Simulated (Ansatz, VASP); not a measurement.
One calculation of BAs, two programs

Contents of INCAR:

```
SYSTEM = BAs
PREC = Accurate ; ENCUT = 520
EDIFF = 1E-6 ; ISMEAR = -1
SIGMA = 0.08 ; LREAL = .FALSE.
LASPH = .TRUE. ; NELM = 100
ALGO = Normal ; ISIF = 2
LWAVE = .FALSE. ; LCHARG = .FALSE.
GGA = PE ; NBANDS = 11
```

The input KPOINTS:

```
regular mesh
0
G
  14 14 14
  0 0 0
```

File POSCAR:

```
BAs
1.0
    0.0000000000      1.9701888146      1.9701888146
    1.9701888146      0.0000000000      1.9701888146
    1.9701888146      1.9701888146      0.0000000000
B As
1 1
Direct
    0.0000000000      0.0000000000      0.0000000000
    0.2500000000      0.2500000000      0.2500000000
```

Input for Ansatz:

```yaml
crystal:
  lattice:
    - [0.0, 1.9701888146, 1.9701888146]
    - [1.9701888146, 0.0, 1.9701888146]
    - [1.9701888146, 1.9701888146, 0.0]
  atoms:
    - { symbol: B, position: [0.0, 0.0, 0.0] }
    - { symbol: As, position: [0.25, 0.25, 0.25] }
kpoints:
  mp_grid: { grid: [14, 14, 14] }
  band_path:
    path:
      - [0.0, 0.0, 0.0]
      - [-0.5, -0.5, 0.0]
      - [-0.375, -0.375, 0.25]
      - [-0.375, 0.0, 0.375]
      - [0.0, 0.0, 0.0]
      - [0.0, 0.0, 0.5]
      - [-0.5, -0.25, 0.25]
      - [-0.5, -0.5, 0.0]
    npoints: 8
scf:
  occupations: { method: fermi_dirac, width: 0.08 }
hamiltonian:
  xc: pbe
  pseudopotentials: { kind: all_electron, lapw: { basis_error: 0.001 } }
output:
  forces: true
  stress: true
  eigenvalues: true
  populations: true
  dos: { projected: true, de: 0.2, e_range: [-14, 8] }
```

Change from the starting cell: volume scaled by 0.55, LAPW.

Alike in both runs: task single point; functional PBE; k mesh 14 × 14 × 14; occupations fermi-dirac, width 0.08 eV; no spin polarisation.

|  | VASP | Ansatz |
| --- | --- | --- |
| version | VASP 6.6.1 | Ansatz 0.2.0 |
| potentials or method | VASP PAW PBE potentials, release 64 (B, As), cutoff 520 eV | all-electron LAPW, scalar-relativistic |

```csv
,VASP,Ansatz,Ansatz less VASP
pressure (GPa),262.6,254.1,-8.48
```

Both programs put the cell under a high pressure, so it lies far from rest at this level. Ansatz ran all-electron here, and VASP with PAW potentials.

Noted on VASP's run: the cell as given lies far from equilibrium.
